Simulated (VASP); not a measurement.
Here is a VASP 6.6.1 calculation.

INCAR

```
PREC = Accurate
ENCUT = 520
EDIFF = 1E-6
ISMEAR = -1
SIGMA = 0.08
LREAL = False
LASPH = True
NELM = 60
ALGO = Normal
ISIF = 2
LWAVE = False
LCHARG = True
GGA = CA
LELF = True
LVHAR = True
NBANDS = 26
```

KPOINTS

```
regular mesh
0
Gamma
  14 14 8
```

Contents of POSCAR:

```
ZnO
1.0
    3.1871169014      0.0000000000      0.0000000000
   -1.5935584507      2.7601242015      0.0000000000
    0.0000000000      0.0000000000      5.1524951181
Zn O
2 2
Direct
    0.3333333333      0.6666666667      0.5002882381
    0.6666666667      0.3333333333      0.0002882381
    0.6666666667      0.3333333333      0.3787217619
    0.3333333333      0.6666666667      0.8787217619
```

Potentials or basis: VASP PAW LDA potentials, release 64 (Zn, O).

Launch:

```console
$ cat potpaw_LDA.64/Zn/POTCAR potpaw_LDA.64/O/POTCAR > POTCAR
$ mpirun -np 1 vasp_std > vasp.out
```

(1) Estimate the band gap on the k mesh.

(2) Estimate the pressure.

Results:

(1) 0.81 eV.

(2) 1.1 GPa.
